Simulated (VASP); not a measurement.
Write the native input for VASP 6.6.1 that does the following.

| Item | Value |
| --- | --- |
| Task | single point |
| Functional | PBE |
| Potentials or basis | VASP PAW PBE potentials, release 64 (Cd, F) |
| Cutoff | 520 eV |
| k mesh | 8 × 8 × 8 |
| Occupations | gaussian, width 0.05 eV |
| Spin | no spin polarisation |
| Dipole correction | no |
| Further INCAR settings | ALGO = Normal; EDIFF = 1e-07; NBANDS = 20 |

The structure of CdF2 lies in POSCAR:

```
CdF2
1.0
    0.0000000000      2.7881729022      2.7881729022
    2.7881729022      0.0000000000      2.7881729022
    2.7881729022      2.7881729022      0.0000000000
Cd F
1 2
Direct
    0.0000000000      0.0000000000      0.0000000000
    0.2500000000      0.2500000000      0.2500000000
    0.7500000000      0.7500000000      0.7500000000
```

The input as run:

INCAR

```
ALGO = Normal
EDIFF = 1E-7
ENCUT = 520
GGA = PE
ISIF = 2
ISMEAR = 0
LASPH = True
LCHARG = False
LREAL = False
LWAVE = False
NBANDS = 20
NELM = 60
PREC = Accurate
SIGMA = 0.05
```

KPOINTS

```
k-points
0
Gamma
  8 8 8
```

Potentials or basis: VASP PAW PBE potentials, release 64 (Cd, F).

The run is started by

```sh
$ cat potpaw_PBE.64/Cd/POTCAR potpaw_PBE.64/F/POTCAR > POTCAR
$ mpirun -np 1 vasp_std > vasp.out
```

It gave:

```
Pressure               : -3.9 GPa
Band gap on the k mesh : 2.71 eV (least direct gap 3.31 eV)
```

Caveat: the cell stands under tension.

Run time: 43 s on 1 thread of AMD EPYC 7R13, on a shared host, peak memory 0.15 GiB.
